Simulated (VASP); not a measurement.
Write the native input for VASP 6.6.1 that does the following.

```yaml
Task: single point
Functional: PBE exchange alone
Potentials_or_basis: VASP PAW PBE potentials, release 64 (Bi_d, Se)
Cutoff: 520 eV
k_mesh: 8 × 8 × 8
Occupations: fermi-dirac, width 0.05 eV
Spin: no spin polarisation
Dipole_correction: no
Further_INCAR_settings: ALGO = Normal; EDIFF = 1e-06; NBANDS = 32
```

The structure of Bi2Se3 lies in POSCAR:

```
Bi2Se3
1.0
    2.0715000000      1.1959810826      9.5453333333
   -2.0715000000      1.1959810826      9.5453333333
    0.0000000000     -2.3919621653      9.5453333333
Bi Se
2 3
Direct
    0.5992000000      0.5992000000      0.5992000000
    0.4008000000      0.4008000000      0.4008000000
    0.7883000000      0.7883000000      0.7883000000
    0.2117000000      0.2117000000      0.2117000000
    0.0000000000      0.0000000000      0.0000000000
```

The input as run:

INCAR

```
SYSTEM = Bi2Se3
  PREC = Accurate
  ENCUT = 520
  EDIFF = 1E-6
  ISMEAR = -1
  SIGMA = 0.05
  LREAL = .FALSE.
  LASPH = .TRUE.
  NELM = 60
  ALGO = Normal
  ISIF = 2
  LWAVE = .FALSE.
  LCHARG = .FALSE.
  GGA = PE
  ALDAC = 0.0
  AGGAC = 0.0
  NBANDS = 32
```

KPOINTS

```
regular mesh
0
G
  8 8 8
  0 0 0
```

Potentials or basis: VASP PAW PBE potentials, release 64 (Bi_d, Se).

The run is started by

```console
$ cat potpaw_PBE.64/Bi_d/POTCAR potpaw_PBE.64/Se/POTCAR > POTCAR
$ mpirun -np 1 vasp_std > vasp.out
```

It gave:

The pressure is 12.0 GPa, the largest force is 0.639 eV/Å and the band gap on the k mesh is 0.29 eV.

Caveat: the cell stands under pressure; spin-orbit coupling is left out, which moves the levels of the heavy elements.

Wall time 14 min on 1 thread of AMD EPYC 9R45 96-Core Processor (Zen 5), with other jobs on the host, peak memory 1 GiB.
